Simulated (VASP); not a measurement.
# Rb2Hg: single point with PBEsol

Rb2Hg:

```
CELL_PARAMETERS angstrom
0.00000 4.47332 4.47332
4.47332 0.00000 4.47332
4.47332 4.47332 0.00000
ATOMIC_POSITIONS crystal
Rb 0.25000 0.25000 0.25000
Rb 0.75000 0.75000 0.75000
Hg 0.50000 0.50000 0.50000
```

```yaml
Program: VASP 6.6.1
Task: single point
Functional: PBEsol
Potentials_or_basis: VASP PAW PBE potentials, release 64 (Rb_sv, Hg)
Cutoff: 520 eV
k_mesh: 10 × 10 × 10
Occupations: gaussian, width 0.1 eV
Spin: no spin polarisation
Dipole_correction: no
Further_INCAR_settings: ALGO = Fast; EDIFF = 1e-07; NBANDS = 22
```

| Item | Value |
| --- | --- |
| Pressure | -0.5 GPa |
| Band gap on the k mesh | zero (bands 15 and 16 overlap by 0.81 eV) |

Levels at points of the mesh, in eV from the Fermi level:
| k point | band 11 | band 12 | band 13 | band 14 | band 15 | band 16 | band 17 | band 18 | band 19 | band 20 |
| --- | --- | --- | --- | --- | --- | --- | --- | --- | --- | --- |
| (0.00, 0.00, 0.00) | -7.13 | -7.12 | -7.12 | -4.88 | 0.80 | 0.80 | 0.80 | 0.88 | 2.78 | 2.78 |
| (0.50, 0.00, 0.00) | -7.14 | -7.12 | -7.12 | -4.51 | -0.65 | 1.08 | 1.08 | 2.26 | 2.89 | 2.89 |
| (0.50, 0.50, 0.00) | -7.14 | -7.12 | -7.12 | -4.40 | -0.67 | 1.07 | 1.07 | 1.07 | 2.22 | 3.31 |

It took 3.5 min on 1 thread of AMD EPYC 9R45 96-Core Processor (Zen 5) (shared host), peak memory 0.4 GiB.

Caveat: the PAW data sets were made with another functional, which shifts forces and pressure a little; spin-orbit coupling is left out, which moves the levels of the heavy elements.
